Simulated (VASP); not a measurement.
# CdTe (F-43m) in VASP: further runs

Runs on CdTe. Level: PBE. Tasks: relaxation of cell and atoms.

Program: VASP 6.6.1. These are calculated values, not measurements. Logs are shortened: lines on timing, memory, paths and dates and some standing lists are left out, and cuts for length are marked.

### 1 The cell of the first run

The structure is cubic, space group F-43m (No. 216). The conventional cell has a = 6.367 Å, b = 6.367 Å, c = 6.367 Å, α = 90.00°, β = 90.00°, γ = 90.00°. Within 3.6 Å of Cd (site symmetry -43m) lie 4 Te at 2.76 Å. Within 3.6 Å of Te (site symmetry -43m) lie 4 Cd at 2.76 Å.

### 2 Relaxation of cell and atoms, PBE, target pressure 5 GPa, at which the enthalpy is minimised

INCAR

```
PREC = Accurate
ENCUT = 600
EDIFF = 1E-6
ISMEAR = 0
SIGMA = 0.02
LREAL = False
LASPH = True
NELM = 100
ALGO = Normal
ISIF = 3
LWAVE = False
LCHARG = False
GGA = PE
IBRION = 2
NSW = 70
EDIFFG = -0.008
PSTRESS = 50.0
```

KPOINTS

```
Automatic mesh
0
Gamma
  10 10 10
```

POSCAR

```
CdTe
1.0
    0.0000000000      3.1833752520      3.1833752520
    3.1833752520      0.0000000000      3.1833752520
    3.1833752520      3.1833752520      0.0000000000
Cd Te
1 1
Direct
    0.0000000000      0.0000000000      0.0000000000
    0.2500000000      0.2500000000      0.2500000000
```

Potentials or basis: VASP PAW PBE potentials, release 64 (Cd, Te).

Command:

```console
$ cat potpaw_PBE.64/Cd/POTCAR potpaw_PBE.64/Te/POTCAR > POTCAR
$ mpirun -np 1 vasp_std > vasp.out
```

OUTCAR:

```text
PREC = Accurate
   ENCUT = 600
   EDIFF = 1E-6
   ISMEAR = 0
   LREAL = False
   LASPH = True
   NELM = 100
   ISIF = 3
   GGA = PE
   IBRION = 2
   NSW = 70
   EDIFFG = -0.008
   PSTRESS = 50.0

 ion  position               nearest neighbor table
   1  0.000  0.000  0.000-   2 2.76   2 2.76   2 2.76   2 2.76
   2  0.250  0.250  0.250-   1 2.76   1 2.76   1 2.76   1 2.76

  LATTYP: Found a face centered cubic cell.
 ALAT       =     6.3667505040

  Lattice vectors:

 A1 = (   0.0000000000,   3.1833752520,   3.1833752520)
 A2 = (   3.1833752520,   0.0000000000,   3.1833752520)
 A3 = (   3.1833752520,   3.1833752520,   0.0000000000)

Analysis of symmetry for initial positions (statically):
=====================================================================
 Subroutine PRICEL returns:
 Original cell was already a primitive cell.

 Routine SETGRP: Setting up the symmetry group for a
 face centered cubic supercell.

 Subroutine GETGRP returns: Found 24 space group operations
 (whereof 24 operations were pure point group operations)
 out of a pool of 48 trial point group operations.

The static configuration has the point symmetry T_d .

Analysis of symmetry for dynamics (positions and initial velocities):
=====================================================================
 Subroutine PRICEL returns:
 Original cell was already a primitive cell.

 Routine SETGRP: Setting up the symmetry group for a
 face centered cubic supercell.

 Subroutine GETGRP returns: Found 24 space group operations
 (whereof 24 operations were pure point group operations)
 out of a pool of 48 trial point group operations.

The dynamic configuration has the point symmetry T_d .

 Subroutine INISYM returns: Found 24 space group operations
 (whereof 24 operations are pure point group operations),
 and found     1 'primitive' translations

----------------------------------------------------------------------------------------

                                     Primitive cell

  volume of cell :      64.5199

  direct lattice vectors                    reciprocal lattice vectors
     0.000000000  3.183375252  3.183375252    -0.157065995  0.157065995  0.157065995
     3.183375252  0.000000000  3.183375252     0.157065995 -0.157065995  0.157065995
     3.183375252  3.183375252  0.000000000     0.157065995  0.157065995 -0.157065995

  length of vectors
     4.501972456  4.501972456  4.501972456     0.272046283  0.272046283  0.272046283

  position of ions in fractional coordinates (direct lattice)
     0.000000000  0.000000000  0.000000000
     0.250000000  0.250000000  0.250000000

  ion indices of the primitive-cell ions
   primitive index   ion index
                 1           1
                 2           2

----------------------------------------------------------------------------------------

 KPOINTS: Automatic mesh

Automatic generation of k-mesh.
 Grid dimensions read from file:
 generate k-points for:   10   10   10

 Generating k-lattice:

  Cartesian coordinates                     Fractional coordinates (reciprocal lattice)
    -0.015706599  0.015706599  0.015706599     0.100000000  0.000000000  0.000000000
     0.015706599 -0.015706599  0.015706599     0.000000000  0.100000000  0.000000000
     0.015706599  0.015706599 -0.015706599     0.000000000  0.000000000  0.100000000

  Length of vectors
     0.027204628  0.027204628  0.027204628

  Shift w.r.t. Gamma in fractional coordinates (k-lattice)
     0.000000000  0.000000000  0.000000000

 Subroutine IBZKPT returns following result:
 ===========================================

 Found     47 irreducible k-points:

 Following reciprocal coordinates:
            Coordinates               Weight
  0.000000  0.000000  0.000000      1.000000
  0.100000  0.000000  0.000000      8.000000
  0.200000  0.000000  0.000000      8.000000
  0.300000  0.000000  0.000000      8.000000
  0.400000  0.000000  0.000000      8.000000
  0.500000  0.000000  0.000000      4.000000
[... 16 lines left out ...]
  0.300000  0.300000  0.000000      6.000000
  0.400000  0.300000  0.000000     24.000000
 [... further k-points ...]
   k-points           NKPTS =     47   k-points in BZ     NKDIM =     47   number of bands    NBANDS=     13
   number of dos      NEDOS =    301   number of ions     NIONS =      2
   total plane-waves  NPLWV =  46656
   dimension x,y,z NGX =    36 NGY =   36 NGZ =   36
   dimension x,y,z NGXF=    72 NGYF=   72 NGZF=   72
   ions per type =               1   1
   NGX,Y,Z   is equivalent  to a cutoff of  13.29, 13.29, 13.29 a.u.
   NGXF,Y,Z  is equivalent  to a cutoff of  26.59, 26.59, 26.59 a.u.
 SYSTEM =  unknown system
   PREC   = accura    normal or accurate (medium, high low for compatibility)
   ISTART =      0    job   : 0-new  1-cont  2-samecut
   ICHARG =      2    charge: 1-file 2-atom 10-const
   ISPIN  =      1    spin polarized calculation?
   LNONCOLLINEAR =      F non collinear calculations
   LSORBIT =      F    spin-orbit coupling
   LASPH  =      T    aspherical Exc in radial PAW
   ENCUT  =  600.0 eV  44.10 Ry    6.64 a.u.   8.99  8.99  8.99*2*pi/ulx,y,z
   NELM   =    100;   NELMIN=  2; NELMDL= -5     # of ELM steps
   EDIFF  = 0.1E-05   stopping-criterion for ELM
   LREAL  =      F    real-space projection
   EDIFFG = -.8E-02   stopping-criterion for IOM
   NSW    =     70    number of steps for IOM
   IBRION =      2    ionic relax: 0-MD 1-quasi-New 2-CG
   NFREE  =      1    steps in history (QN), initial steepest desc. (CG)
   ISIF   =      3    stress and relaxation
   ISYM   =      2    0-nonsym 1-usesym 2-fastsym
   POTIM  = 0.5000    time-step for ionic-motion
   TEBEG  =    0.0;   TEEND  =   0.0 temperature during run
   PSTRESS=   50.0 pullay stress
   NELECT =      18.0000    total number of electrons
   NUPDOWN=      -1.0000    fix difference up-down
   EMIN   =  10.00;   EMAX   =-10.00  energy-range for DOS
   EFERMI =   0.00;   METHOD = LEGACY
   ISMEAR =     0;   SIGMA  =   0.02  broadening in eV -4-tet -1-fermi 0-gaus
   EFERMI_NEDOS =   21; number of points for ismear=-14 and -15
   IALGO  =     38    algorithm
   IMIX   =      4    mixing-type and parameters
     AMIX     =   0.40;   BMIX     =  1.00
     AMIX_MAG =   1.60;   BMIX_MAG =  1.00
  volume/ion in A,a.u.               =      32.26       217.70
  Fermi-wavevector in a.u.,A,eV,Ry     =   1.069714  2.021467 15.568995  1.144289
  Thomas-Fermi vector in A             =   2.205402
   LORBIT       =      0    0 simple, 1 ext, 2 COOP (PROOUT), +10 PAW based schemes
   GGA     = PE    functional components
   LHFCALC =     F    Hartree Fock is set to
   AEXX    =    0.0000 exact exchange contribution
   IVDW    =     0    specifies the selected vdW correction
   LEPSILON=     F    determine dielectric tensor
   LRPA    =     F    only Hartree local field effects (RPA)
 conjugate gradient relaxation of ions
 non-spin polarized calculation
 Gauss-broadening in eV      SIGMA  =   0.02
  energy-cutoff  :      600.00
  volume of cell :       64.52
 maximum number of plane-waves:      2182
   NGX = 17   NGY = 17   NGZ = 17

--------------------------------------- Ionic step        1  -------------------------------------------

 number of electron      18.0000001 magnetization

 Free energy of the ion-electron system (eV)
  ---------------------------------------------------
  ext. energy  EPLUGINS =         0.00000000
  ---------------------------------------------------
  free energy    TOTEN  =        -4.68622601 eV

  energy without entropy =       -4.68622601  energy(sigma->0) =       -4.68622601

------------------------ aborting loop because EDIFF is reached ----------------------------------------

  FORCE on cell =-STRESS in cart. coord.  units (eV):
  Direction    XX          YY          ZZ          XY          YZ          ZX
  --------------------------------------------------------------------------------------
  -------------------------------------------------------------------------------------
  Total        2.2194757      2.2194757      2.2194757      0.0000000     -0.0000000     -0.0000000
  in kB       55.1147026     55.1147026     55.1147026      0.0000000     -0.0000000     -0.0000000
  external PRESSURE =       5.1147026 kB  Pullay stress =      50.0000000 kB
[... 61 lines left out ...]
  enthalpy is  TOTEN    =        -2.6731835984 eV   P V=        2.0436662095

--------------------------------------- Ionic step        3  -------------------------------------------

 number of electron      17.9999999 magnetization

 Free energy of the ion-electron system (eV)
  ---------------------------------------------------
  ext. energy  EPLUGINS =         0.00000000
  ---------------------------------------------------
  free energy    TOTEN  =        -4.70480839 eV

  energy without entropy =       -4.70480839  energy(sigma->0) =       -4.70480839

 E-fermi :   2.8728     XC(G=0):  -8.7841

 val. band max:        2.7648895636   @ k =   0.0000   0.0000   0.0000
 cond. band min:       3.6746991942   @ k =   0.0000   0.0000   0.0000
 fundamental gap:      0.9098096306
 Fermi energy:         2.8728456412

 k-point     1 :       0.0000    0.0000    0.0000
  band No.  band energies     occupation
      1      -8.6750      2.00000
      2      -5.6867      2.00000
      3      -5.6867      2.00000
      4      -5.6867      2.00000
      5      -5.3915      2.00000
      6      -5.3915      2.00000
      7       2.7649      2.00000
      8       2.7649      2.00000
      9       2.7649      2.00000
     10       3.6747      0.00000
     11       7.3324      0.00000
     12       7.3324      0.00000
     13       7.3324      0.00000
[... 353 lines left out ...]
 k-point    24 :       0.4000    0.3000    0.0000
  band No.  band energies     occupation
      1      -8.2095      2.00000
      2      -5.5577      2.00000
      3      -5.5461      2.00000
      4      -5.4851      2.00000
      5      -5.3659      2.00000
      6      -5.1154      2.00000
      7      -1.0714      2.00000
      8       0.9208      2.00000
      9       1.1122      2.00000
     10       5.5799      0.00000
     11       6.1081      0.00000
     12       9.6035      0.00000
     13      10.3241      0.00000

 [... further k-points ...]

------------------------ aborting loop because EDIFF is reached ----------------------------------------

  FORCE on cell =-STRESS in cart. coord.  units (eV):
  Direction    XX          YY          ZZ          XY          YZ          ZX
  --------------------------------------------------------------------------------------
  -------------------------------------------------------------------------------------
  Total        2.0313437      2.0313437      2.0313437     -0.0000000      0.0000000      0.0000000
  in kB       50.0038510     50.0038510     50.0038510     -0.0000000      0.0000000      0.0000000
  external PRESSURE =       0.0038510 kB  Pullay stress =      50.0000000 kB
[... 17 lines left out ...]
  FREE ENERGIE OF THE ION-ELECTRON SYSTEM (eV)
  ---------------------------------------------------
  free  energy   TOTEN  =        -4.7048083864 eV

  energy  without entropy=       -4.7048083864  energy(sigma->0) =       -4.70480839

  enthalpy is  TOTEN    =        -2.6736211061 eV   P V=        2.0311872803

 reached required accuracy - stopping structural energy minimisation
```

Wall time 46 s (1 thread of Intel Xeon 6975P-C (Granite Rapids), shared host); peak memory 0.25 GiB.

Results:

```
Free energy                                                : -4.7048 eV
Relaxed volume                                             : 32.54 Å³/atom
Relaxed cell                                               : a = 4.515 Å, b = 4.515 Å, c = 4.515 Å, α = 60.00°, β = 60.00°, γ = 60.00°
Space group after relaxing (to 0.1 Å)                      : F-43m (No. 216)
Energy change on relaxing (the run minimises the enthalpy) : -9.3 meV/atom
Ionic steps                                                : 3
Pressure after relaxing                                    : 5.0 GPa
Band gap on the k mesh                                     : 0.91 eV
```

The path:
```csv
step,energy change (eV),largest force (eV/Å),pressure (GPa),volume (Å³)
1,0.0000,0.0000,5.51,64.52
2,-0.0306,0.0000,4.66,65.49
3,-0.0186,0.0000,5.00,65.09
```

Final structure:
```
Cd Te
1.0
     0.00000    3.19267    3.19267
     3.19267    0.00000    3.19267
     3.19267    3.19267    0.00000
Cd Te
1 1
Cartesian
  0.0000 0.0000 0.0000
  1.5963 1.5963 1.5963
```

Levels at points of the mesh, in eV from the valence-band top:
```csv
k point,band 7,band 8,band 9,band 10,band 11,band 12
"(0.00, 0.00, 0.00)",0.00,0.00,0.00,0.91,4.57,4.57
"(0.50, 0.00, 0.00)",-4.69,-0.84,-0.84,1.86,5.17,5.17
"(0.50, 0.50, 0.00)",-4.53,-2.02,-2.02,2.50,2.65,9.09
```

Caveat: the cell is relaxed towards a set pressure, so the run minimises the enthalpy, not the energy; spin-orbit coupling is left out, which moves the levels of the heavy elements.

### 3 Relaxation of cell and atoms, PBE, target pressure 2 GPa, at which the enthalpy is minimised

This run uses another cell than the first one, of 35.56 Å³/atom.

INCAR

```
SYSTEM = CdTe
ALGO     = Normal         ! electronic algorithm
EDIFF    = 1E-7           ! SCF threshold, eV
EDIFFG   = -0.008         ! ionic threshold
ENCUT    = 600            ! plane-wave cutoff, eV
GGA      = PE             ! functional
IBRION   = 2              ! ionic algorithm
ISIF     = 3              ! what is computed and relaxed
ISMEAR   = 0              ! smearing method
LASPH    = .True.         ! aspherical terms in the spheres
LCHARG   = .False.        ! write CHGCAR
LREAL    = .False.        ! projectors in reciprocal space
LWAVE    = .False.        ! write WAVECAR
NELM     = 60             ! most SCF steps
NSW      = 70             ! ionic steps
PREC     = Accurate       ! precision mode
PSTRESS  = 20.0         
SIGMA    = 0.02           ! smearing width, eV
```

KPOINTS

```
k-points
0
Gamma
  10 10 10
  0 0 0
```

POSCAR

```
CdTe
1.0
    0.0000000000      3.2883266145      3.2883266145
    3.2883266145      0.0000000000      3.2883266145
    3.2883266145      3.2883266145      0.0000000000
Cd Te
1 1
Direct
    0.0000000000      0.0000000000      0.0000000000
    0.2500000000      0.2500000000      0.2500000000
```

Potentials or basis: VASP PAW PBE potentials, release 64 (Cd, Te).

Command:

```console
$ cat potpaw_PBE.64/Cd/POTCAR potpaw_PBE.64/Te/POTCAR > POTCAR
$ mpirun -np 1 vasp_std > vasp.out
```

It took 85 s on 1 thread of Intel Xeon 6975P-C (Granite Rapids), shared host; peak memory 0.28 GiB.

Results (log left out):

| Quantity | Value |
| --- | --- |
| Free energy | -4.7910 eV |
| Relaxed volume | 34.52 Å³/atom |
| Relaxed cell | a = 4.605 Å, b = 4.605 Å, c = 4.605 Å, α = 60.00°, β = 60.00°, γ = 60.00° |
| Space group after relaxing (to 0.1 Å) | F-43m (No. 216) |
| Energy change on relaxing (the run minimises the enthalpy) | +8.8 meV/atom |
| Ionic steps | 3 |
| Pressure after relaxing | 2.0 GPa |
| Band gap on the k mesh | 0.73 eV |

Step by step:
```
step  energy change (eV)  largest force (eV/Å)  pressure (GPa)  volume (Å³)
   1              0.0000                0.0000            0.77        71.11
   2              0.0274                0.0000            2.47        68.35
   3              0.0177                0.0000            2.00        69.04
```

Final structure:
```xyz
2
Lattice="0.0000 3.2561 3.2561 3.2561 0.0000 3.2561 3.2561 3.2561 0.0000" Properties=species:S:1:pos:R:3 pbc="T T T"
Cd    0.0000    0.0000    0.0000
Te    1.6280    1.6280    1.6280
```

Levels at points of the mesh, in eV from the valence-band top:
| k point | band 7 | band 8 | band 9 | band 10 | band 11 | band 12 |
| --- | --- | --- | --- | --- | --- | --- |
| (0.00, 0.00, 0.00) | 0.00 | 0.00 | 0.00 | 0.73 | 4.61 | 4.61 |
| (0.50, 0.00, 0.00) | -4.34 | -0.75 | -0.75 | 1.81 | 5.19 | 5.19 |
| (0.50, 0.50, 0.00) | -4.24 | -1.82 | -1.82 | 2.64 | 2.67 | 8.76 |

Caveat: the cell is relaxed towards a set pressure, so the run minimises the enthalpy, not the energy; spin-orbit coupling is left out, which moves the levels of the heavy elements.

### 4 Relaxation of cell and atoms, PBE, target pressure -2 GPa, at which the enthalpy is minimised

This run uses another cell than the first one, of 36.95 Å³/atom.

INCAR

```
PREC     = Accurate       # precision mode
ENCUT    = 600            # plane-wave cutoff, eV
EDIFF    = 1E-7           # SCF threshold, eV
ISMEAR   = 0              # smearing method
SIGMA    = 0.02           # smearing width, eV
LREAL    = F              # projectors in reciprocal space
LASPH    = T              # aspherical terms in the spheres
NELM     = 60             # most SCF steps
ALGO     = Normal         # electronic algorithm
ISIF     = 3              # what is computed and relaxed
LWAVE    = F              # write WAVECAR
LCHARG   = F              # write CHGCAR
GGA      = PE             # functional
IBRION   = 2              # ionic algorithm
NSW      = 70             # ionic steps
EDIFFG   = -0.008         # ionic threshold
PSTRESS  = -20.0
```

KPOINTS

```
Automatic mesh
0
Gamma
  10 10 10
```

POSCAR

```
CdTe
1.0
    0.0000000000      3.3307559559      3.3307559559
    3.3307559559      0.0000000000      3.3307559559
    3.3307559559      3.3307559559      0.0000000000
Cd Te
1 1
Direct
    0.0000000000      0.0000000000      0.0000000000
    0.2500000000      0.2500000000      0.2500000000
```

Command:

```console
$ cat potpaw_PBE.64/Cd/POTCAR potpaw_PBE.64/Te/POTCAR > POTCAR
$ mpirun -np 1 vasp_std > vasp.out
```

It took 67 s on 1 thread of Intel Xeon 6975P-C (Granite Rapids), shared host; peak memory 0.27 GiB.

It converged, with:

- Free energy: -4.7790 eV
- Relaxed volume: 38.83 Å³/atom
- Relaxed cell: a = 4.789 Å, b = 4.789 Å, c = 4.789 Å, α = 60.00°, β = 60.00°, γ = 60.00°
- Space group after relaxing (to 0.1 Å): F-43m (No. 216)
- Energy change on relaxing (the run minimises the enthalpy): +15.7 meV/atom
- Ionic steps: 3
- Pressure after relaxing: -2.0 GPa
- Band gap on the k mesh: 0.38 eV

The path:
```
step  energy change (eV)  largest force (eV/Å)  pressure (GPa)  volume (Å³)
   1              0.0000                0.0000           -0.59        73.90
   2              0.0286                0.0000           -1.93        77.44
   3              0.0315                0.0000           -2.01        77.67
```

Final structure:
```xyz
2
Lattice="0.0000 3.3864 3.3864 3.3864 0.0000 3.3864 3.3864 3.3864 0.0000" Properties=species:S:1:pos:R:3 pbc="T T T"
Cd    0.0000    0.0000    0.0000
Te    1.6932    1.6932    1.6932
```

Levels at points of the mesh, in eV from the valence-band top:
```csv
k point,band 6,band 7,band 8,band 9,band 10,band 11,band 12,band 13
"(0.00, 0.00, 0.00)",-7.74,0.00,0.00,0.00,0.38,4.66,4.66,4.66
"(0.50, 0.00, 0.00)",-7.49,-3.74,-0.60,-0.60,1.68,5.21,5.21,6.86
"(0.50, 0.50, 0.00)",-7.39,-3.71,-1.46,-1.46,2.64,2.87,8.18,8.46
```

Caveat: the cell is relaxed towards a set pressure, so the run minimises the enthalpy, not the energy; spin-orbit coupling is left out, which moves the levels of the heavy elements.

### 5 Summary

```csv
cell,gap on the mesh (eV),pressure (GPa)
"relaxed to 5 GPa from a = 4.502 Å, angles 60.0°, 2 atoms",0.91,5.0
"relaxed to 2 GPa from a = 4.650 Å, angles 60.0°, 2 atoms",0.73,2.0
"relaxed to -2 GPa from a = 4.710 Å, angles 60.0°, 2 atoms",0.38,-2.0
```

Alike in all rows: task relaxation of cell and atoms; level PBE; potentials or basis VASP PAW PBE potentials, release 64 (Cd, Te); no spin polarisation; k mesh 10 × 10 × 10; cutoff (eV) 600; smearing gaussian 0.02 eV.

Caveats: the cell is relaxed towards a set pressure, so the run minimises the enthalpy, not the energy; spin-orbit coupling is left out, which moves the levels of the heavy elements.

Total energies depend on the potentials used, so only differences within one code and one set of settings carry meaning.
